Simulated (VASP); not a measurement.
**SrH2O2: single point with PBEsol**

Crystal: SrH2O2.

```xyz
20
Lattice="9.7832 0.0000 0.0000 0.0000 3.8806 0.0000 0.0000 0.0000 5.9229" Properties=species:S:1:pos:R:3 pbc="T T T"
Sr    3.3429    2.9105    3.5808
Sr    6.4403    0.9702    2.3421
Sr    1.5487    0.9702    0.6194
Sr    8.2345    2.9105    5.3036
H     0.2404    2.9105    2.2051
H     9.5429    0.9702    3.7178
H     4.6513    0.9702    5.1665
H     5.1320    2.9105    0.7564
H     3.9631    0.9702    1.0694
H     5.8201    2.9105    4.8535
H     0.9285    2.9105    4.0309
H     8.8548    0.9702    1.8920
O     6.1076    2.9105    0.7180
O     3.6756    0.9702    5.2049
O     8.5672    0.9702    3.6794
O     1.2160    2.9105    2.2435
O     3.8535    0.9702    2.0564
O     5.9297    2.9105    3.8665
O     1.0381    2.9105    5.0178
O     8.7451    0.9702    0.9051
```

| Property | Result |
| --- | --- |
| Program | VASP 6.6.1 |
| Task | single point |
| Functional | PBEsol |
| Potentials or basis | VASP PAW PBE potentials, release 64 (Sr_sv, H, O) |
| Cutoff | 520 eV |
| k mesh | 4 × 6 × 4 |
| Occupations | gaussian, width 0.02 eV |
| Spin | no spin polarisation |
| Dipole correction | no |
| Further INCAR settings | LREAL = Auto; ALGO = Normal; EDIFF = 1e-06; NBANDS = 64 |

```
Pressure               : 0.5 GPa
Largest force          : 0.144 eV/Å
Band gap on the k mesh : 4.11 eV, indirect (least direct gap 4.33 eV)
```

Forces in eV/Å, atoms in the order of the input:
```
Sr  -0.013  0.000 -0.003
Sr   0.013  0.000  0.003
Sr   0.013  0.000 -0.003
Sr  -0.013  0.000  0.003
H   -0.143  0.000 -0.007
H    0.143  0.000  0.007
H    0.143  0.000 -0.007
H   -0.143  0.000  0.007
H    0.013  0.000 -0.127
H   -0.013  0.000  0.127
H   -0.013  0.000 -0.127
H    0.013  0.000  0.127
O    0.097  0.000 -0.040
O   -0.097  0.000  0.040
O   -0.097  0.000 -0.040
O    0.097  0.000  0.040
O   -0.008  0.000  0.085
O    0.008  0.000 -0.085
O    0.008  0.000  0.085
O   -0.008  0.000 -0.085
```

Stress tensor (GPa, compression positive):
```
0.67 0.00 0.00
0.00 0.24 0.00
0.00 0.00 0.52
```

Levels at points of the mesh, in eV from the valence-band top:
```csv
k point,band 44,band 45,band 46,band 47,band 48,band 49,band 50,band 51,band 52,band 53
"(0.00, 0.00, 0.00)",-0.49,-0.41,-0.36,-0.29,-0.21,4.11,5.55,5.66,6.44,6.75
"(0.50, 0.00, 0.00)",-0.43,-0.41,-0.41,-0.25,-0.25,4.81,4.81,5.87,5.87,7.31
"(0.00, 0.50, 0.00)",-0.48,-0.31,-0.31,-0.22,-0.22,6.03,6.03,6.54,6.54,7.09
"(0.50, 0.50, 0.00)",-0.55,-0.25,-0.25,-0.25,-0.25,6.40,6.40,6.40,6.40,7.32
"(0.00, 0.00, 0.50)",-0.44,-0.40,-0.40,0.00,0.00,5.60,5.60,6.49,6.49,7.14
"(0.50, 0.00, 0.50)",-0.51,-0.39,-0.39,-0.01,-0.01,5.72,5.72,6.44,6.44,7.06
"(0.00, 0.50, 0.50)",-0.68,-0.50,-0.50,-0.33,-0.33,6.33,6.33,6.88,6.88,7.53
"(0.50, 0.50, 0.50)",-0.59,-0.50,-0.50,-0.50,-0.50,6.73,6.73,6.73,6.73,7.30
```

Wall time 13 min on 1 thread of Intel(R) Xeon(R) Platinum 8375C CPU @ 2.90GHz (Ice Lake), on a shared host, peak memory 0.52 GiB.

Caveat: the PAW data sets were made with another functional, which shifts forces and pressure a little. A k mesh can miss the band edges.
